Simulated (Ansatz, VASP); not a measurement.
**Tl in VASP and in Ansatz**

```xyz
2
Lattice="-2.5308 2.5308 1.3532 2.5308 -2.5308 1.3532 2.5308 2.5308 -1.3532" Properties=species:S:1:pos:R:3 pbc="T T T"
Tl    0.0000   -1.2654   -0.3383
Tl    0.0000    1.2654    0.3383
```

Change from the starting cell: volume scaled by 0.52, LAPW.

Alike in both runs: task single point; functional PBE; k mesh 13 × 13 × 13; occupations fermi-dirac, width 0.08 eV; no spin polarisation.

```csv
,VASP,Ansatz
version,VASP 6.6.1,Ansatz 0.2.0
potentials or method,"VASP PAW PBE potentials, release 64 (Tl_d), cutoff 520 eV","all-electron LAPW, scalar-relativistic"
```

|  | VASP | Ansatz | Ansatz less VASP |
| --- | --- | --- | --- |
| pressure (GPa) | 90.3 | 90.3 | -0.03 |
| traceless stress, the component that is largest in VASP (GPa) | -0.39 | -0.40 | -0.014 |

Both programs put the cell under a high pressure, so it lies far from rest at this level. Ansatz ran all-electron here, and VASP with PAW potentials.

Neither program's run includes spin-orbit coupling. Noted on VASP's run: the cell as given lies far from equilibrium.
